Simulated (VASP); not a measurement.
**Al3Cu: single point with r2SCAN**

Al3Cu:

```xyz
4
Lattice="4.1808 0.0000 0.0000 0.0000 3.8891 0.0000 0.0000 0.0000 3.8891" Properties=species:S:1:pos:R:3 pbc="T T T"
Al    0.0000    1.9446    1.9446
Al    2.0904    0.0000    1.9446
Al    2.0904    1.9446    0.0000
Cu    0.0000    0.0000    0.0000
```

This cell differs from its parent crystal: strain +0.0750 x Voigt [1, 0, 0, 0, 0, 0].

```
Program                : VASP 6.6.1
Task                   : single point
Functional             : r2SCAN
Potentials or basis    : VASP PAW PBE potentials, release 64 (Al, Cu)
Cutoff                 : 520 eV
k mesh                 : 12 × 12 × 12
Occupations            : gaussian, width 0.15 eV
Spin                   : no spin polarisation
Dipole correction      : no
Further INCAR settings : ALGO = Normal; EDIFF = 1e-06; NBANDS = 18
```

The pressure is -6.4 GPa. The band gap on the k mesh is zero (bands 10 and 11 overlap by 3.66 eV).

Stress tensor (GPa, compression positive):
```
-11.06   0.00   0.00
  0.00  -4.01   0.00
  0.00   0.00  -4.01
```

Levels at points of the mesh, in eV from the Fermi level:
```
           k point  band 7  band 8  band 9  band 10  band 11  band 12  band 13  band 14
(0.00, 0.00, 0.00)   -3.15   -2.02   -2.02    -0.84     0.45     0.99     6.36     6.36
(0.50, 0.00, 0.00)   -3.35    0.39    0.39     0.57     0.57     1.04     2.40     2.76
(0.00, 0.50, 0.00)   -3.25   -0.28   -0.12     0.35     0.80     0.80     1.79     2.31
(0.50, 0.50, 0.00)   -3.32   -3.20   -2.99     1.71     3.08     3.44     3.85     4.27
(0.00, 0.50, 0.50)   -3.25   -3.14   -3.03     0.97     2.63     2.63     2.98     3.17
(0.50, 0.50, 0.50)   -3.96   -3.31   -3.25    -2.28    -1.94    -1.94    -1.78    11.61
```

Run time: 12 min on 1 thread of Intel(R) Xeon(R) Platinum 8259CL CPU @ 2.50GHz (Skylake/Cascade Lake) (shared host), peak memory 0.32 GiB.

Caveat: the cell differs from its parent crystal (strain +0.0750 x Voigt [1, 0, 0, 0, 0, 0]); the cell stands under tension; the PAW data sets were made with another functional, which shifts forces and pressure a little.
